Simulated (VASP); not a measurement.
TlBr: single point with PBE+D3(BJ)

Crystal: TlBr.

```
Tl Br
1.0
     4.00553    0.00000    0.00000
     0.00000    4.00553    0.00000
     0.00000    0.00000    4.00553
Tl Br
1 1
Cartesian
  0.0000 0.0000 0.0000
  2.0028 2.0028 2.0028
```

| Property | Result |
| --- | --- |
| Program | VASP 6.6.1 |
| Task | single point |
| Functional | PBE |
| Dispersion | D3(BJ) |
| Potentials or basis | VASP PAW PBE potentials, release 64 (Tl_d, Br) |
| Cutoff | 500 eV |
| k mesh | 8 × 8 × 8 |
| Occupations | gaussian, width 0.01 eV |
| Spin | no spin polarisation |
| Dipole correction | no |
| Further INCAR settings | ALGO = Normal; EDIFF = 1e-06; NBANDS = 17 |

```yaml
Pressure: 0.0 GPa
Band_gap_on_the_k_mesh: 1.91 eV
Dispersion_energy_per_atom: -0.270 eV
```

Levels at points of the mesh, in eV from the valence-band top:
| k point | band 8 | band 9 | band 10 | band 11 | band 12 | band 13 |
| --- | --- | --- | --- | --- | --- | --- |
| (0.00, 0.00, 0.00) | -1.22 | -1.22 | -1.22 | 7.07 | 7.07 | 7.17 |
| (0.50, 0.00, 0.00) | -0.74 | -0.74 | 0.00 | 1.91 | 5.78 | 5.78 |
| (0.50, 0.50, 0.00) | -2.80 | -2.80 | -0.65 | 4.86 | 4.86 | 7.33 |
| (0.50, 0.50, 0.50) | -1.82 | -1.82 | -1.82 | 2.22 | 2.22 | 2.22 |

Wall time 52 s on 1 thread of Intel Xeon 8259CL (shared host), peak memory 0.2 GiB.

Caveat: spin-orbit coupling is left out, which moves the levels of the heavy elements. A k mesh can miss the band edges.
